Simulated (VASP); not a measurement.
A run of VASP 6.6.1:

Contents of INCAR:

```
PREC = Accurate
ENCUT = 520
EDIFF = 1E-6
ISMEAR = 0
SIGMA = 0.05
LREAL = False
LASPH = True
NELM = 100
ALGO = Normal
ISIF = 2
LWAVE = False
LCHARG = False
GGA = PE
NBANDS = 11
```

Contents of KPOINTS:

```
Automatic mesh
0
Gamma
  10 10 10
```

POSCAR

```
BP
1.0
    0.0000000000      2.2236200000      2.2690000000
    2.2690000000      0.0000000000      2.2690000000
    2.2690000000      2.2236200000      0.0000000000
B P
1 1
Direct
    0.0000000000      0.0000000000      0.0000000000
    0.7500000000      0.7500000000      0.7500000000
```

Potentials or basis: VASP PAW PBE potentials, release 64 (B, P).

Command:

```console
$ cat potpaw_PBE.64/B/POTCAR potpaw_PBE.64/P/POTCAR > POTCAR
$ mpirun -np 1 vasp_std > vasp.out
```

Hardware: 1 thread of Intel Xeon 8259CL, on a shared host.

Task: How long does it take, and how much memory?

Result: Wall time 19 s on 1 thread of Intel Xeon 8259CL, with other jobs on the host, peak memory 0.15 GiB. Counts: scf iterations 12, k points 102.
